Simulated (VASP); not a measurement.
Write the native input for VASP 6.6.1 that does the following.

* Task: single point
* Functional: PBE
* Potentials or basis: VASP PAW PBE potentials, release 64 (Cd, Bi_d, O)
* Cutoff: 520 eV
* k mesh: 12 × 12 × 6
* Occupations: gaussian, width 0.1 eV
* Spin: no spin polarisation
* Dipole correction: no
* Further INCAR settings: ALGO = Fast; EDIFF = 1e-07; NBANDS = 34

The structure of Cd2BiO2 lies in POSCAR:

```
Cd2BiO2
1.0
    4.4732788385      0.0000000000      0.0000000000
   -2.2366394193      3.8739731124      0.0000000000
    0.0000000000      0.0000000000      8.0029849945
Cd Bi O
2 1 2
Direct
    0.3333333333      0.6666666667      0.6752317895
    0.6666666667      0.3333333333      0.6752317895
    0.0000000000      0.0000000000      0.2638397959
    0.0000000000      0.0000000000      0.6531225570
    0.0000000000      0.0000000000      0.0182274680
```

The cell was generated, and may not be a known phase.

The input as run:

INCAR

```
  PREC = Accurate
  ENCUT = 520
  EDIFF = 1E-7
  ISMEAR = 0
  SIGMA = 0.1
  LREAL = False
  LASPH = True
  NELM = 80
  ALGO = Fast
  ISIF = 2
  LWAVE = False
  LCHARG = False
  GGA = PE
  NBANDS = 34
```

KPOINTS

```
Automatic mesh
0
Gamma
  12 12 6
```

Potentials or basis: VASP PAW PBE potentials, release 64 (Cd, Bi_d, O).

Command:

```console
$ cat potpaw_PBE.64/Cd/POTCAR potpaw_PBE.64/Bi_d/POTCAR potpaw_PBE.64/O/POTCAR > POTCAR
$ mpirun -np 1 vasp_std > vasp.out
```

Results of the run:

* Pressure: 0.3 GPa
* Largest force: 0.114 eV/Å
* Band gap on the k mesh: zero (an odd number of electrons rules out a gap without spin polarisation)

Caveat: spin-orbit coupling is left out, which moves the levels of the heavy elements.

Run time: 14 min on 1 thread of Oxide Virtual Turin-like Processor (shared host), peak memory 0.46 GiB.
